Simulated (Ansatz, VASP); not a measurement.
## WS2 in VASP and in Ansatz

File INCAR:

```
SYSTEM = WS2
ALGO = Normal
EDIFF = 1E-7
ENCUT = 520
GGA = PE
ISIF = 2
ISMEAR = 0
LASPH = .TRUE.
LCHARG = .TRUE.
LELF = .TRUE.
LREAL = .FALSE.
LVHAR = .TRUE.
LWAVE = .FALSE.
NBANDS = 35
NELM = 100
PREC = Accurate
SIGMA = 0.01
```

File KPOINTS:

```
k-points
0
G
  12 12 2
  0 0 0
```

File POSCAR:

```
WS2
1.0
    3.1699362182      0.0000000000      0.0000000000
   -1.5849681091      2.7452452934      0.0000000000
    0.0000000000      0.0000000000     12.4912252644
W S
2 4
Direct
    0.3333333333      0.6666666667      0.7498956002
    0.6666666667      0.3333333333      0.2501043998
    0.3333333333      0.6666666667      0.1249983420
    0.6666666667      0.3333333333      0.6247891265
    0.3333333333      0.6666666667      0.3752108735
    0.6666666667      0.3333333333      0.8750016580
```

Input for Ansatz:

```yaml
crystal:
  lattice:
    - [3.1699362182, 0.0, 0.0]
    - [-1.5849681091, 2.7452452934, 0.0]
    - [0.0, 0.0, 12.4912252644]
  atoms:
    - { symbol: W, position: [0.3333333333, 0.6666666667, 0.7498956002] }
    - { symbol: W, position: [0.6666666667, 0.3333333333, 0.2501043998] }
    - { symbol: S, position: [0.3333333333, 0.6666666667, 0.124998342] }
    - { symbol: S, position: [0.6666666667, 0.3333333333, 0.6247891265] }
    - { symbol: S, position: [0.3333333333, 0.6666666667, 0.3752108735] }
    - { symbol: S, position: [0.6666666667, 0.3333333333, 0.875001658] }
kpoints:
  mp_grid: { grid: [12, 12, 2] }
  band_path:
    path:
      - [0.0, 0.0, 0.0]
      - [0.5, 0.0, 0.0]
      - [0.3333333333, 0.3333333333, 0.0]
      - [0.0, 0.0, 0.5]
      - [0.5, 0.0, 0.5]
      - [0.3333333333, 0.3333333333, 0.5]
      - [0.171875, 0.174479, 0.0]
    npoints: 1
hamiltonian:
  xc: pbe
scf:
  occupations: { method: fixed }
  n_extra_bands: 5
output:
  forces: true
  stress: true
  eigenvalues: true
```

Alike in both runs: task single point; functional PBE; k mesh 12 × 12 × 2; no spin polarisation.

```csv
,VASP,Ansatz
version,VASP 6.6.1,Ansatz 0.2.0
potentials or method,"VASP PAW PBE potentials, release 64 (W_sv, S)","plane waves, PAW"
plane-wave cutoff (eV),520,420
occupations,"gaussian, width 0.01 eV",fixed
valence electrons in the cell,52,52
```

```tsv
	VASP	Ansatz	Ansatz less VASP
gap on the k mesh at the Fermi level (eV)	1.06	1.05	-0.015
pressure (GPa)	3.2	3.3	+0.04
traceless stress, the component that is largest in VASP (GPa)	0.91	0.91	+0.002
rms of the force components (eV/Å)	0.094	0.092	-0.0013
```

Atom by atom the forces differ by 0.001 eV/Å (rms over components).

Spin-orbit coupling is off throughout.
